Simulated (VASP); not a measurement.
Runs of VASP 6.6.1 on Al2Ru. The structure is that of space group Fddd (No. 70), or close to it. The cells are those of the table. 

| cell | cutoff (eV) | smearing | gap on the mesh (eV) | pressure (GPa) | largest force (eV/Å) |
| --- | --- | --- | --- | --- | --- |
| a = 6.041, b = 5.006, c = 4.649 Å, angles 77.4, 54.0, 48.7°, 6 atoms | 520 | gaussian 0.03 eV | none | -2.5 | 0.23 |
| a = 6.102, b = 5.026, c = 4.663 Å, angles 78.0, 53.7, 48.4°, 6 atoms | 520 | gaussian 0.03 eV | none | -1.7 | 0.35 |
| a = 5.981, b = 4.987, c = 4.636 Å, angles 76.8, 54.3, 49.0°, 6 atoms | 520 | gaussian 0.03 eV | none | -3.0 | 0.10 |
| a = 5.535, b = 4.785, c = 4.472 Å, angles 73.4, 55.9, 50.7°, 6 atoms | 500 | gaussian 0.03 eV | 0.43 | 16.0 | 0.34 |
| a = 5.980, b = 4.926, c = 4.570 Å, angles 78.0, 53.7, 48.4°, 6 atoms | 520 | gaussian 0.03 eV | none | 10.8 | 0.42 |
| a = 6.040, b = 4.947, c = 4.585 Å, angles 78.5, 53.4, 48.1°, 6 atoms | 520 | gaussian 0.03 eV | none | 12.0 | 0.53 |
| a = 6.164, b = 5.048, c = 4.679 Å, angles 78.5, 53.4, 48.1°, 6 atoms | 520 | gaussian 0.03 eV | none | -0.6 | 0.47 |
| a = 5.961, b = 4.939, c = 4.587 Å, angles 77.4, 54.0, 48.7°, 6 atoms | 500 | methfessel-paxton 0.03 eV | none | (a) | 0.28 |
| a = 5.920, b = 4.905, c = 4.555 Å, angles 77.4, 54.0, 48.7°, 6 atoms | 520 | gaussian 0.03 eV | none | 9.9 | 0.31 |
| a = 5.725, b = 4.949, c = 4.625 Å, angles 73.4, 55.9, 50.7°, 6 atoms | 520 | gaussian 0.03 eV | 0.34 | (b) | 0.55 |
| a = 5.861, b = 4.887, c = 4.543 Å, angles 76.8, 54.3, 49.0°, 6 atoms | 520 | gaussian 0.03 eV | none | 9.4 | 0.19 |
| a = 5.959, b = 5.002, c = 4.654 Å, angles 76.1, 54.6, 49.3°, 6 atoms | 520 | gaussian 0.03 eV | - | -6.5 | 0.05 |

Alike in all rows: task single point; level LDA; potentials or basis VASP PAW LDA potentials, release 64 (Al, Ru_pv); no spin polarisation; k mesh 10 × 10 × 10.

Q: Fill in the values left out.

A: (a) 5.4; (b) -4.7.

Caveats: the stress differs along the axes, from -9 to 9 GPa (at least some runs); the stress differs along the axes, from -11 to 15 GPa (at least some runs); the stress differs along the axes, from -6 to 3 GPa (at least some runs); the stress differs along the axes, from -9 to 29 GPa (at least some runs); the stress differs along the axes, from 1 to 30 GPa (at least some runs); the stress differs along the axes, from -2 to 37 GPa (at least some runs); the stress differs along the axes, from -13 to 21 GPa (at least some runs).

A k mesh can miss the band edges, and the runs leave out spin-orbit coupling on Ru.

A gap of «none» marks levels without a gap at the run's occupations.
